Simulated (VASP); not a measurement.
# Ti (Fm-3m) in VASP: further runs, part 2 of 2

VASP 6.6.1. Earlier steps stand in the parts before.

## Step 3: Single point, PBE

This run uses another cell than the first one, of 17.42 Å³/atom, 1.696 times its volume.

The input, INCAR:

```
SYSTEM = Ti
  ALGO = Normal
  EDIFF = 1E-7
  ENCUT = 520
  GGA = PE
  ISIF = 2
  ISMEAR = -1
  LASPH = .True.
  LCHARG = .True.
  LELF = .True.
  LREAL = .False.
  LVHAR = .True.
  LWAVE = .False.
  NBANDS = 12
  NELM = 100
  PREC = Accurate
  SIGMA = 0.1
```

The input, KPOINTS:

```
k-points
0
Gamma
  17 17 17
  0 0 0
```

The input, POSCAR:

```
Ti
1.0
    0.0000000000      2.0576808005      2.0576808005
    2.0576808005      0.0000000000      2.0576808005
    2.0576808005      2.0576808005      0.0000000000
Ti
1
Direct
    0.0000000000      0.0000000000      0.0000000000
```

Potentials or basis: VASP PAW PBE potentials, release 64 (Ti_sv).

Launch:

```bash
cat potpaw_PBE.64/Ti_sv/POTCAR > POTCAR
mpirun -np 1 vasp_std > vasp.out
```

OUTCAR:

```text
SYSTEM = Ti
   EDIFF = 1E-7
   ENCUT = 520
   GGA = PE
   ISIF = 2
   ISMEAR = -1
   LASPH = .True.
   LREAL = .False.
   NELM = 100
   PREC = Accurate

 ion  position               nearest neighbor table
   1  0.000  0.000  0.000-

  LATTYP: Found a face centered cubic cell.
 ALAT       =     4.1153616010

  Lattice vectors:

 A1 = (   0.0000000000,   2.0576808005,   2.0576808005)
 A2 = (   2.0576808005,   0.0000000000,   2.0576808005)
 A3 = (   2.0576808005,   2.0576808005,   0.0000000000)

Analysis of symmetry for initial positions (statically):
=====================================================================
 Subroutine PRICEL returns:
 Original cell was already a primitive cell.

 Routine SETGRP: Setting up the symmetry group for a
 face centered cubic supercell.

 Subroutine GETGRP returns: Found 48 space group operations
 (whereof 48 operations were pure point group operations)
 out of a pool of 48 trial point group operations.

The static configuration has the point symmetry O_h .

Analysis of symmetry for dynamics (positions and initial velocities):
=====================================================================
 Subroutine PRICEL returns:
 Original cell was already a primitive cell.

 Routine SETGRP: Setting up the symmetry group for a
 face centered cubic supercell.

 Subroutine GETGRP returns: Found 48 space group operations
 (whereof 48 operations were pure point group operations)
 out of a pool of 48 trial point group operations.

The dynamic configuration has the point symmetry O_h .

 Subroutine INISYM returns: Found 48 space group operations
 (whereof 48 operations are pure point group operations),
 and found     1 'primitive' translations

----------------------------------------------------------------------------------------

                                     Primitive cell

  volume of cell :      17.4246

  direct lattice vectors                    reciprocal lattice vectors
     0.000000000  2.057680801  2.057680801    -0.242992013  0.242992013  0.242992013
     2.057680801  0.000000000  2.057680801     0.242992013 -0.242992013  0.242992013
     2.057680801  2.057680801  0.000000000     0.242992013  0.242992013 -0.242992013

  length of vectors
     2.910000095  2.910000095  2.910000095     0.420874512  0.420874512  0.420874512

  position of ions in fractional coordinates (direct lattice)
     0.000000000  0.000000000  0.000000000

  ion indices of the primitive-cell ions
   primitive index   ion index
                 1           1

----------------------------------------------------------------------------------------

 KPOINTS: k-points

Automatic generation of k-mesh.
 Grid dimensions read from file:
 generate k-points for:   17   17   17

 Generating k-lattice:

  Cartesian coordinates                     Fractional coordinates (reciprocal lattice)
    -0.014293648  0.014293648  0.014293648     0.058823529  0.000000000  0.000000000
     0.014293648 -0.014293648  0.014293648     0.000000000  0.058823529  0.000000000
     0.014293648  0.014293648 -0.014293648     0.000000000  0.000000000  0.058823529

  Length of vectors
     0.024757324  0.024757324  0.024757324

  Shift w.r.t. Gamma in fractional coordinates (k-lattice)
     0.000000000  0.000000000  0.000000000

 Subroutine IBZKPT returns following result:
 ===========================================

 Found    165 irreducible k-points:

 Following reciprocal coordinates:
            Coordinates               Weight
  0.000000  0.000000  0.000000      1.000000
  0.058824  0.000000  0.000000      8.000000
  0.117647  0.000000  0.000000      8.000000
  0.176471  0.000000  0.000000      8.000000
  0.235294  0.000000  0.000000      8.000000
  0.294118  0.000000  0.000000      8.000000
[... 16 lines left out ...]
 -0.176471  0.058824  0.000000     24.000000
 -0.117647  0.058824  0.000000     24.000000
 [... further k-points ...]
   k-points           NKPTS =    165   k-points in BZ     NKDIM =    165   number of bands    NBANDS=     12
   number of dos      NEDOS =    301   number of ions     NIONS =      1
   total plane-waves  NPLWV =  13824
   dimension x,y,z NGX =    24 NGY =   24 NGZ =   24
   dimension x,y,z NGXF=    48 NGYF=   48 NGZF=   48
   ions per type =               1
   NGX,Y,Z   is equivalent  to a cutoff of  13.71, 13.71, 13.71 a.u.
   NGXF,Y,Z  is equivalent  to a cutoff of  27.42, 27.42, 27.42 a.u.
 SYSTEM =  Ti
   PREC   = accura    normal or accurate (medium, high low for compatibility)
   ISTART =      0    job   : 0-new  1-cont  2-samecut
   ICHARG =      2    charge: 1-file 2-atom 10-const
   ISPIN  =      1    spin polarized calculation?
   LNONCOLLINEAR =      F non collinear calculations
   LSORBIT =      F    spin-orbit coupling
   LASPH  =      T    aspherical Exc in radial PAW
   ENCUT  =  520.0 eV  38.22 Ry    6.18 a.u.   5.41  5.41  5.41*2*pi/ulx,y,z
   NELM   =    100;   NELMIN=  2; NELMDL= -5     # of ELM steps
   EDIFF  = 0.1E-06   stopping-criterion for ELM
   LREAL  =      F    real-space projection
   EDIFFG = 0.1E-05   stopping-criterion for IOM
   NSW    =      0    number of steps for IOM
   IBRION =     -1    ionic relax: 0-MD 1-quasi-New 2-CG
   NFREE  =      0    steps in history (QN), initial steepest desc. (CG)
   ISIF   =      2    stress and relaxation
   ISYM   =      2    0-nonsym 1-usesym 2-fastsym
   POTIM  = 0.5000    time-step for ionic-motion
   TEBEG  =    0.0;   TEEND  =   0.0 temperature during run
   PSTRESS=    0.0 pullay stress
   NELECT =      12.0000    total number of electrons
   NUPDOWN=      -1.0000    fix difference up-down
   EMIN   =  10.00;   EMAX   =-10.00  energy-range for DOS
   EFERMI =   0.00;   METHOD = LEGACY
   ISMEAR =    -1;   SIGMA  =   0.10  broadening in eV -4-tet -1-fermi 0-gaus
   EFERMI_NEDOS =   21; number of points for ismear=-14 and -15
   IALGO  =     38    algorithm
   IMIX   =      4    mixing-type and parameters
     AMIX     =   0.40;   BMIX     =  1.00
     AMIX_MAG =   1.60;   BMIX_MAG =  1.00
  volume/ion in A,a.u.               =      17.42       117.59
  Fermi-wavevector in a.u.,A,eV,Ry     =   1.445708  2.731992 28.437150  2.090072
  Thomas-Fermi vector in A             =   2.563859
   LORBIT       =      0    0 simple, 1 ext, 2 COOP (PROOUT), +10 PAW based schemes
   GGA     = PE    functional components
   LHFCALC =     F    Hartree Fock is set to
   AEXX    =    0.0000 exact exchange contribution
   IVDW    =     0    specifies the selected vdW correction
   LEPSILON=     F    determine dielectric tensor
   LRPA    =     F    only Hartree local field effects (RPA)
 non-spin polarized calculation
  energy-cutoff  :      520.00
  volume of cell :       17.42
 maximum number of plane-waves:       489
 NGX is ok and might be reduce to    24
   NGX = 11   NGY = 11   NGZ = 11

 number of electron      12.0000002 magnetization

 Free energy of the ion-electron system (eV)
  ---------------------------------------------------
  ext. energy  EPLUGINS =         0.00000000
  ---------------------------------------------------
  free energy    TOTEN  =        -7.80636387 eV

  energy without entropy =       -7.74948183  energy(sigma->0) =       -7.77792285

 E-fermi :   8.1887     XC(G=0): -11.4830

 val. band max:        8.1750173608   @ k =   0.2941   0.0000   0.0000
 cond. band min:       8.1950715560   @ k =   0.2353   0.1176   0.0000
 fundamental gap:      0.0200541953
 Fermi energy:         8.1886890334

 k-point     1 :       0.0000    0.0000    0.0000
  band No.  band energies     occupation
      1     -48.5242      2.00000
      2     -24.3875      2.00000
      3     -24.3875      2.00000
      4     -24.3875      2.00000
      5       2.0972      2.00000
      6       9.0625      0.00032
      7       9.0625      0.00032
      8       9.0625      0.00032
      9      10.6863      0.00000
     10      10.6863      0.00000
     11      23.4140      0.00000
     12      27.8736      0.00000
[... 331 lines left out ...]
 k-point    24 :      -0.1176    0.0588    0.0000
  band No.  band energies     occupation
      1     -48.5002      2.00000
      2     -24.5163      2.00000
      3     -24.4201      2.00000
      4     -24.3981      2.00000
      5       2.7833      2.00000
      6       8.6644      0.01703
      7       9.2761      0.00004
      8       9.2880      0.00003
      9      10.4254      0.00000
     10      10.7218      0.00000
     11      23.6432      0.00000
     12      24.7978      0.00000

 [... further k-points ...]

------------------------ aborting loop because EDIFF is reached ----------------------------------------

  FORCE on cell =-STRESS in cart. coord.  units (eV):
  Direction    XX          YY          ZZ          XY          YZ          ZX
  --------------------------------------------------------------------------------------
  -------------------------------------------------------------------------------------
  Total       -0.0287768     -0.0287768     -0.0287768      0.0000000     -0.0000000     -0.0000000
  in kB       -2.6459959     -2.6459959     -2.6459959      0.0000000     -0.0000000     -0.0000000
  external PRESSURE =      -2.6459959 kB  Pullay stress =       0.0000000 kB

 VOLUME and BASIS-vectors are now :
 -----------------------------------------------------------------------------
  energy-cutoff  :      520.00
  volume of cell :       17.42
      direct lattice vectors                 reciprocal lattice vectors
     0.000000000  2.057680801  2.057680801    -0.242992013  0.242992013  0.242992013
     2.057680801  0.000000000  2.057680801     0.242992013 -0.242992013  0.242992013
     2.057680801  2.057680801  0.000000000     0.242992013  0.242992013 -0.242992013

 POSITION                                       TOTAL-FORCE (eV/Angst)
 -----------------------------------------------------------------------------------
      0.00000      0.00000      0.00000         0.000000      0.000000     -0.000000
 -----------------------------------------------------------------------------------
    total drift:                                0.000000      0.000000     -0.000000

  FREE ENERGIE OF THE ION-ELECTRON SYSTEM (eV)
  ---------------------------------------------------
  free  energy   TOTEN  =        -7.8063638738 eV

  energy  without entropy=       -7.7494818268  energy(sigma->0) =       -7.77792285
```

stdout:

```text
POSCAR found type information on POSCAR Ti
 POSCAR found :  1 types and       1 ions
 scaLAPACK will be used
 LDA part: xc-table for (Slater+PW92), standard interpolation
 POSCAR, INCAR and KPOINTS ok, starting setup
 FFT: planning ... GRIDC
 FFT: planning ... GRID_SOFT
 FFT: planning ... GRID
 WAVECAR not read
 entering main loop
```

It took 14 s on 1 thread of Intel Xeon 6975P-C (Granite Rapids), shared host; peak memory 0.16 GiB.

Results:

| Quantity | Value |
| --- | --- |
| Free energy | -7.8064 eV |
| Pressure | -0.3 GPa |
| Band gap on the k mesh | zero (band 6 reaches 9.06 eV, above the bottom of band 7 at 7.72 eV) |

Levels at points of the mesh, in eV from the Fermi level:
```
           k point  band 4  band 5  band 6  band 7  band 8  band 9
(0.00, 0.00, 0.00)  -32.58   -6.09    0.87    0.87    0.87    2.50
```
